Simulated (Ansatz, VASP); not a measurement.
## One calculation of CaI, two programs

INCAR

```
PREC = Accurate ; ENCUT = 520
EDIFF = 1E-7 ; ISMEAR = 1
SIGMA = 0.1 ; LREAL = False
LASPH = True ; NELM = 100
ALGO = Normal ; ISIF = 2
LWAVE = False ; LCHARG = False
GGA = PE ; NBANDS = 16
```

KPOINTS

```
Automatic mesh
0
Gamma
  8 8 6
```

Contents of POSCAR:

```
CaI
1.0
    4.0907750216      0.0000000000      0.0000000000
   -2.0453875108      3.5427156177      0.0000000000
    0.0000000000      0.0000000000      4.5143804859
Ca I
1 1
Direct
    0.0000000000      0.0000000000      0.5000000000
    0.6666666667      0.3333333333      0.0000000000
```

Input for Ansatz:

```yaml
crystal:
  lattice:
    - [4.090775021630032, 0.0, 0.0]
    - [-2.045387510815016, 3.5427156177453796, 0.0]
    - [0.0, 0.0, 4.5143804858805]
  atoms:
    - { symbol: Ca, position: [0.0, 0.0, 0.5] }
    - { symbol: I, position: [0.6666666666666666, 0.3333333333333333, 0.0] }
basis:
  ecutwfc: 500.0
kpoints:
  mp_grid:
    grid: [8, 8, 6]
hamiltonian:
  xc: pbe
scf:
  convergence:
    dr2_threshold: 1.0e-09
  occupations:
    method: cold
output:
  stress: true
```

Alike in both runs: task single point; functional PBE; k mesh 8 × 8 × 6; no spin polarisation.

```csv
,VASP,Ansatz
version,VASP 6.6.1,Ansatz 0.2.0
potentials or method,"VASP PAW PBE potentials, release 64 (Ca_sv, I), cutoff 520 eV","plane waves, PAW"
occupations,"methfessel-paxton of order 1, width 0.1 eV",cold
valence electrons in the cell,17,27
```

Ansatz gave:

| Item | Value |
| --- | --- |
| pressure (GPa) | 0.9 |
| traceless stress, the component that is largest in VASP (GPa) | 0.40 |

Which values does VASP return?

Pressure (GPa): 0.9; traceless stress, the component that is largest in VASP (GPa): 0.35.

VASP's potentials hold 17 valence electrons a cell and Ansatz's 27, so a difference there can come from the potentials and not from the codes. Ansatz's warnings: stress scf threshold loose.

Neither program's run includes spin-orbit coupling.
